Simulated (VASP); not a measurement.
Runs of VASP 6.6.1 on C. The structure is that of space group R-3m (No. 166), or close to it. The cells are those of the table. 

```tsv
cell	gap on the mesh (eV)	pressure (GPa)	largest force (eV/Å)
a = 2.415, b = 2.415, c = 3.701 Å, angles 108.5, 108.5, 60.0°, 2 atoms	0.78	(a)	-
a = 2.393, b = 2.393, c = 3.668 Å, angles 108.5, 108.5, 60.0°, 2 atoms	0.79	20.4	0.01
a = 2.372, b = 2.372, c = 3.635 Å, angles 108.5, 108.5, 60.0°, 2 atoms	(b)	30.3	0.01
a = 2.436, b = 2.436, c = 3.733 Å, angles 108.5, 108.5, 60.0°, 2 atoms	0.78	3.7	-
a = 2.456, b = 2.456, c = 3.765 Å, angles 108.5, 108.5, 60.0°, 2 atoms	0.77	-3.4	-
```

Alike in all rows: task single point; level LDA; potentials or basis VASP PAW LDA potentials, release 64 (C); no spin polarisation; k mesh 14 × 14 × 8; cutoff (eV) 520; smearing fermi-dirac 0.1 eV.

Question: Fill in the values left out.

Answer: (a) 11.5; (b) 0.80.

A k mesh can miss the band edges.
